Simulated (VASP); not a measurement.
Here is a VASP 6.6.1 calculation.

File INCAR:

```
PREC = Accurate ; ENCUT = 520
EDIFF = 1E-7 ; ISMEAR = 0
SIGMA = 0.1 ; LREAL = F
LASPH = T ; NELM = 150
ALGO = Normal ; ISIF = 2
LWAVE = F ; LCHARG = F
ISPIN = 2 ; MAGMOM = 1.02 0.88 0.88 0
LORBIT = 11 ; LMAXMIX = 4
GGA = PE ; NBANDS = 30
```

File KPOINTS:

```
regular mesh
0
Gamma
  8 8 8
```

The input POSCAR:

```
Ni3F
1.0
   -1.9811202764      1.9811202764      2.8395329695
    1.9811202764     -1.9811202764      2.8395329695
    1.9811202764      1.9811202764     -2.8395329695
Ni F
3 1
Direct
    0.5000000000      0.5000000000      0.0000000000
    0.2500000000      0.7500000000      0.5000000000
    0.7500000000      0.2500000000      0.5000000000
    0.0000000000      0.0000000000      0.0000000000
```

Potentials or basis: VASP PAW PBE potentials, release 64 (Ni, F).

The run is started by

```console
$ cat potpaw_PBE.64/Ni/POTCAR potpaw_PBE.64/F/POTCAR > POTCAR
$ mpirun -np 1 vasp_std > vasp.out
```

Task: Estimate the net moment.

Result: 2.43 μB per cell.

Task: Estimate the site moments.

Result: Ni +0.81, +0.82 (each value once); F +0.01 μB.

Task: Predict the pressure.

Result: -0.1 GPa.

Stress tensor (GPa, compression positive):
```
-0.06  0.00  0.00
 0.00 -0.06  0.00
 0.00  0.00 -0.30
```
